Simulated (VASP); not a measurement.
# ZrC (I4/mmm) in VASP: notebook

ZrC is run at these levels: PBEsol; tasks: single point.

Program: VASP 6.6.1. These are calculated values, not measurements. Logs are shortened: lines on timing, memory, paths and dates and some standing lists are left out, and cuts for length are marked.

## 1. The cell of the first run

Symmetry: I4/mmm, No. 139, tetragonal system. Conventional cell: a = 3.417 Å, b = 3.417 Å, c = 4.446 Å, α = 90.00°, β = 90.00°, γ = 90.00°. Within 2.9 Å of Zr (site symmetry 4/mmm) lie 6 C at 2.22 to 2.42 Å. C (site symmetry 4/mmm) has 6 Zr at 2.22 to 2.42 Å within 2.9 Å.

## 2. Single point, PBEsol

Input file INCAR:

```
ALGO     = Normal         # electronic algorithm
EDIFF    = 1E-6           # SCF threshold, eV
ENCUT    = 520            # plane-wave cutoff, eV
GGA      = PS             # functional
ISIF     = 2              # what is computed and relaxed
ISMEAR   = 0              # smearing method
LASPH    = True           # aspherical terms in the spheres
LCHARG   = True           # write CHGCAR
LELF     = True           # ELF
LREAL    = False          # projectors in reciprocal space
LVHAR    = True         
LWAVE    = False          # write WAVECAR
NBANDS   = 15             # bands
NELM     = 80             # most SCF steps
PREC     = Accurate       # precision mode
SIGMA    = 0.15           # smearing width, eV
```

Input file KPOINTS:

```
k-points
0
Gamma
  20 20 20
```

Input file POSCAR:

```
ZrC
1.0
    0.0000000000      2.4164476669      2.2231318536
    2.4164476669      0.0000000000      2.2231318536
    2.4164476669      2.4164476669      0.0000000000
Zr C
1 1
Direct
    0.5000000000      0.5000000000      0.5000000000
    0.0000000000      0.0000000000      0.0000000000
```

Potentials or basis: VASP PAW PBE potentials, release 64 (Zr_sv, C).

Command:

```sh
> cat potpaw_PBE.64/Zr_sv/POTCAR potpaw_PBE.64/C/POTCAR > POTCAR
> mpirun -np 1 vasp_std > vasp.out
```

OUTCAR:

```text
EDIFF = 1E-6
   ENCUT = 520
   GGA = PS
   ISIF = 2
   ISMEAR = 0
   LASPH = True
   LREAL = False
   NELM = 80
   PREC = Accurate

 ion  position               nearest neighbor table
   1  0.500  0.500  0.500-   2 2.22   2 2.22   2 2.42   2 2.42   2 2.42   2 2.42
   2  0.000  0.000  0.000-   1 2.22   1 2.22   1 2.42   1 2.42   1 2.42   1 2.42

  LATTYP: Found a body centered tetragonal cell.
 ALAT       =     3.4173730633
 C/A-ratio  =     1.3010764774

  Lattice vectors:

 A1 = (   0.0000000000,  -2.4164476669,  -2.2231318536)
 A2 = (   0.0000000000,   2.4164476669,  -2.2231318536)
 A3 = (   2.4164476669,   0.0000000000,   2.2231318536)

Analysis of symmetry for initial positions (statically):
=====================================================================
 Subroutine PRICEL returns:
 Original cell was already a primitive cell.

 Routine SETGRP: Setting up the symmetry group for a
 body centered tetragonal supercell.

 Subroutine GETGRP returns: Found 16 space group operations
 (whereof 16 operations were pure point group operations)
 out of a pool of 16 trial point group operations.

The static configuration has the point symmetry D_4h.

Analysis of symmetry for dynamics (positions and initial velocities):
=====================================================================
 Subroutine PRICEL returns:
 Original cell was already a primitive cell.

 Routine SETGRP: Setting up the symmetry group for a
 body centered tetragonal supercell.

 Subroutine GETGRP returns: Found 16 space group operations
 (whereof 16 operations were pure point group operations)
 out of a pool of 16 trial point group operations.

The dynamic configuration has the point symmetry D_4h.

 Subroutine INISYM returns: Found 16 space group operations
 (whereof 16 operations are pure point group operations),
 and found     1 'primitive' translations

----------------------------------------------------------------------------------------

                                     Primitive cell

  volume of cell :      25.9627

  direct lattice vectors                    reciprocal lattice vectors
     0.000000000  2.416447667  2.223131854    -0.206915303  0.206915303  0.224907938
     2.416447667  0.000000000  2.223131854     0.206915303 -0.206915303  0.224907938
     2.416447667  2.416447667  0.000000000     0.206915303  0.206915303 -0.224907938

  length of vectors
     3.283524717  3.283524717  3.417373063     0.369068375  0.369068375  0.369068375

  position of ions in fractional coordinates (direct lattice)
     0.500000000  0.500000000  0.500000000
     0.000000000  0.000000000  0.000000000

  ion indices of the primitive-cell ions
   primitive index   ion index
                 1           1
                 2           2

----------------------------------------------------------------------------------------

 KPOINTS: k-points

Automatic generation of k-mesh.
 Grid dimensions read from file:
 generate k-points for:   20   20   20

 Generating k-lattice:

  Cartesian coordinates                     Fractional coordinates (reciprocal lattice)
    -0.010345765  0.010345765  0.011245397     0.050000000  0.000000000  0.000000000
     0.010345765 -0.010345765  0.011245397     0.000000000  0.050000000  0.000000000
     0.010345765  0.010345765 -0.011245397     0.000000000  0.000000000  0.050000000

  Length of vectors
     0.018453419  0.018453419  0.018453419

  Shift w.r.t. Gamma in fractional coordinates (k-lattice)
     0.000000000  0.000000000  0.000000000

 Subroutine IBZKPT returns following result:
 ===========================================

 Found    641 irreducible k-points:

 Following reciprocal coordinates:
            Coordinates               Weight
  0.000000  0.000000  0.000000      1.000000
  0.050000  0.000000  0.000000      8.000000
  0.100000 -0.000000  0.000000      8.000000
  0.150000  0.000000  0.000000      8.000000
  0.200000 -0.000000  0.000000      8.000000
  0.250000  0.000000  0.000000      8.000000
[... 16 lines left out ...]
 -0.400000  0.050000  0.000000      8.000000
 -0.350000  0.050000  0.000000      8.000000
 [... further k-points ...]
   k-points           NKPTS =    641   k-points in BZ     NKDIM =    641   number of bands    NBANDS=     15
   number of dos      NEDOS =    301   number of ions     NIONS =      2
   total plane-waves  NPLWV =  16128
   dimension x,y,z NGX =    24 NGY =   24 NGZ =   28
   dimension x,y,z NGXF=    48 NGYF=   48 NGZF=   56
   ions per type =               1   1
   NGX,Y,Z   is equivalent  to a cutoff of  12.15, 12.15, 13.62 a.u.
   NGXF,Y,Z  is equivalent  to a cutoff of  24.30, 24.30, 27.24 a.u.
 SYSTEM =  unknown system
   PREC   = accura    normal or accurate (medium, high low for compatibility)
   ISTART =      0    job   : 0-new  1-cont  2-samecut
   ICHARG =      2    charge: 1-file 2-atom 10-const
   ISPIN  =      1    spin polarized calculation?
   LNONCOLLINEAR =      F non collinear calculations
   LSORBIT =      F    spin-orbit coupling
   LASPH  =      T    aspherical Exc in radial PAW
   ENCUT  =  520.0 eV  38.22 Ry    6.18 a.u.   6.11  6.11  6.35*2*pi/ulx,y,z
   NELM   =     80;   NELMIN=  2; NELMDL= -5     # of ELM steps
   EDIFF  = 0.1E-05   stopping-criterion for ELM
   LREAL  =      F    real-space projection
   EDIFFG = 0.1E-04   stopping-criterion for IOM
   NSW    =      0    number of steps for IOM
   IBRION =     -1    ionic relax: 0-MD 1-quasi-New 2-CG
   NFREE  =      0    steps in history (QN), initial steepest desc. (CG)
   ISIF   =      2    stress and relaxation
   ISYM   =      2    0-nonsym 1-usesym 2-fastsym
   POTIM  = 0.5000    time-step for ionic-motion
   TEBEG  =    0.0;   TEEND  =   0.0 temperature during run
   PSTRESS=    0.0 pullay stress
   NELECT =      16.0000    total number of electrons
   NUPDOWN=      -1.0000    fix difference up-down
   EMIN   =  10.00;   EMAX   =-10.00  energy-range for DOS
   EFERMI =   0.00;   METHOD = LEGACY
   ISMEAR =     0;   SIGMA  =   0.15  broadening in eV -4-tet -1-fermi 0-gaus
   EFERMI_NEDOS =   21; number of points for ismear=-14 and -15
   IALGO  =     38    algorithm
   IMIX   =      4    mixing-type and parameters
     AMIX     =   0.40;   BMIX     =  1.00
     AMIX_MAG =   1.60;   BMIX_MAG =  1.00
  volume/ion in A,a.u.               =      12.98        87.60
  Fermi-wavevector in a.u.,A,eV,Ry     =   1.393151  2.632673 26.407131  1.940869
  Thomas-Fermi vector in A             =   2.516825
   LORBIT       =      0    0 simple, 1 ext, 2 COOP (PROOUT), +10 PAW based schemes
   GGA     = PS    functional components
   LHFCALC =     F    Hartree Fock is set to
   AEXX    =    0.0000 exact exchange contribution
   IVDW    =     0    specifies the selected vdW correction
   LEPSILON=     F    determine dielectric tensor
   LRPA    =     F    only Hartree local field effects (RPA)
 non-spin polarized calculation
 Gauss-broadening in eV      SIGMA  =   0.15
  energy-cutoff  :      520.00
  volume of cell :       25.96
 maximum number of plane-waves:       726
   NGX = 13   NGY = 13   NGZ = 13

 number of electron      16.0000000 magnetization

 Free energy of the ion-electron system (eV)
  ---------------------------------------------------
  ext. energy  EPLUGINS =         0.00000000
  ---------------------------------------------------
  free energy    TOTEN  =       -20.42189252 eV

  energy without entropy =      -20.41865739  energy(sigma->0) =      -20.42027496

 E-fermi :   9.5149     XC(G=0): -12.2674

 val. band max:        9.5074976402   @ k =   0.1500   0.0500   0.1000
 cond. band min:       9.5152621424   @ k =   0.5000   0.0000   0.5000
 fundamental gap:      0.0077645022
 Fermi energy:         9.5149096692

 k-point     1 :       0.0000    0.0000    0.0000
  band No.  band energies     occupation
      1     -38.4563      2.00000
      2     -16.2143      2.00000
      3     -16.2143      2.00000
      4     -16.1931      2.00000
      5      -1.7967      2.00000
      6      10.2877      0.00000
      7      10.2877      0.00000
      8      10.3191      0.00000
      9      10.3191      0.00000
     10      10.7836      0.00000
     11      11.1243      0.00000
     12      11.8242      0.00000
     13      12.3050      0.00000
     14      17.3725      0.00000
     15      19.9448      0.00000

 k-point     2 :       0.0500    0.0000    0.0000
  band No.  band energies     occupation
      1     -38.4538      2.00000
      2     -16.2325      2.00000
      3     -16.2176      2.00000
      4     -16.1988      2.00000
      5      -1.7379      2.00000
      6       9.7500      0.02669
      7       9.8080      0.00573
      8      10.2215      0.00000
      9      10.5704      0.00000
     10      10.8759      0.00000
     11      11.2585      0.00000
     12      12.1759      0.00000
     13      12.6878      0.00000
     14      17.5041      0.00000
     15      20.1046      0.00000

 k-point     3 :       0.1000   -0.0000    0.0000
  band No.  band energies     occupation
      1     -38.4464      2.00000
      2     -16.2972      2.00000
      3     -16.2272      2.00000
      4     -16.2032      2.00000
      5      -1.5654      2.00000
      6       9.0237      2.00000
      7       9.1917      1.99769
      8       9.6448      0.22081
      9      10.8045      0.00000
     10      11.0964      0.00000
     11      11.5019      0.00000
     12      12.9242      0.00000
     13      13.4839      0.00000
     14      17.8647      0.00000
     15      20.5575      0.00000

 k-point     4 :       0.1500    0.0000    0.0000
  band No.  band energies     occupation
      1     -38.4349      2.00000
      2     -16.3995      2.00000
      3     -16.2422      2.00000
      4     -16.2068      2.00000
      5      -1.2904      2.00000
      6       8.2470      2.00000
      7       8.5852      2.00000
      8       9.0074      2.00000
      9      11.1241      0.00000
     10      11.3670      0.00000
     11      11.7386      0.00000
     12      13.8075      0.00000
     13      14.4122      0.00000
     14      18.3653      0.00000
     15      21.2221      0.00000
[... 307 lines left out ...]
 k-point    22 :      -0.4500    0.0500    0.0000
  band No.  band energies     occupation
      1     -38.3516      2.00000
      2     -17.0647      2.00000
      3     -16.3482      2.00000
      4     -16.2474      2.00000
      5       1.2256      2.00000
      6       4.3178      2.00000
      7       6.4810      2.00000
      8       6.6850      2.00000
      9      13.5739      0.00000
     10      14.1559      0.00000
     11      14.5852      0.00000
     12      16.4804      0.00000
     13      18.8337      0.00000
     14      19.9444      0.00000
     15      22.3130      0.00000

 k-point    23 :      -0.4000    0.0500    0.0000
  band No.  band energies     occupation
      1     -38.3580      2.00000
      2     -17.0149      2.00000
      3     -16.3367      2.00000
      4     -16.2502      2.00000
      5       0.9155      2.00000
      6       4.6559      2.00000
      7       6.5684      2.00000
      8       6.8877      2.00000
      9      13.4332      0.00000
     10      13.6851      0.00000
     11      14.0385      0.00000
     12      17.1066      0.00000
     13      18.5977      0.00000
     14      19.4054      0.00000
     15      23.0306      0.00000

 k-point    24 :      -0.3500    0.0500    0.0000
  band No.  band energies     occupation
      1     -38.3687      2.00000
      2     -16.9309      2.00000
      3     -16.3202      2.00000
      4     -16.2510      2.00000
      5       0.4955      2.00000
      6       5.1523      2.00000
      7       6.7456      2.00000
      8       7.1860      2.00000
      9      13.0044      0.00000
     10      13.0932      0.00000
     11      13.6229      0.00000
     12      17.6507      0.00000
     13      18.0477      0.00000
     14      18.8020      0.00000
     15      23.4682      0.00000

 [... further k-points ...]

------------------------ aborting loop because EDIFF is reached ----------------------------------------

  FORCE on cell =-STRESS in cart. coord.  units (eV):
  Direction    XX          YY          ZZ          XY          YZ          ZX
  --------------------------------------------------------------------------------------
  -------------------------------------------------------------------------------------
  Total       -2.0447003     -2.0447003      3.4830866      0.0000000     -0.0000000      0.0000000
  in kB     -126.1799184   -126.1799184    214.9437609      0.0000000     -0.0000000      0.0000000
  external PRESSURE =     -12.4720253 kB  Pullay stress =       0.0000000 kB

 VOLUME and BASIS-vectors are now :
 -----------------------------------------------------------------------------
  energy-cutoff  :      520.00
  volume of cell :       25.96
      direct lattice vectors                 reciprocal lattice vectors
     0.000000000  2.416447667  2.223131854    -0.206915303  0.206915303  0.224907938
     2.416447667  0.000000000  2.223131854     0.206915303 -0.206915303  0.224907938
     2.416447667  2.416447667  0.000000000     0.206915303  0.206915303 -0.224907938

 POSITION                                       TOTAL-FORCE (eV/Angst)
 -----------------------------------------------------------------------------------
      2.41645      2.41645      2.22313         0.000000     -0.000000     -0.000000
      0.00000      0.00000      0.00000         0.000000      0.000000      0.000000
 -----------------------------------------------------------------------------------
    total drift:                                0.000000     -0.000000      0.000000

  FREE ENERGIE OF THE ION-ELECTRON SYSTEM (eV)
  ---------------------------------------------------
  free  energy   TOTEN  =       -20.4218925223 eV

  energy  without entropy=      -20.4186573933  energy(sigma->0) =      -20.42027496
```

Run time: 3.5 min. Hardware: 1 thread of Intel Xeon Platinum 8375C at 2.90GHz (Ice Lake), shared host; peak memory 0.36 GiB.

What came out:

```yaml
Free_energy: -20.4219 eV
Pressure: -1.2 GPa
Band_gap_on_the_k_mesh: zero (bands 8 and 9 overlap by 1.66 eV)
```

Caveat: the PAW data sets were made with another functional, which shifts forces and pressure a little.

(Continued in part 2 of 2.)
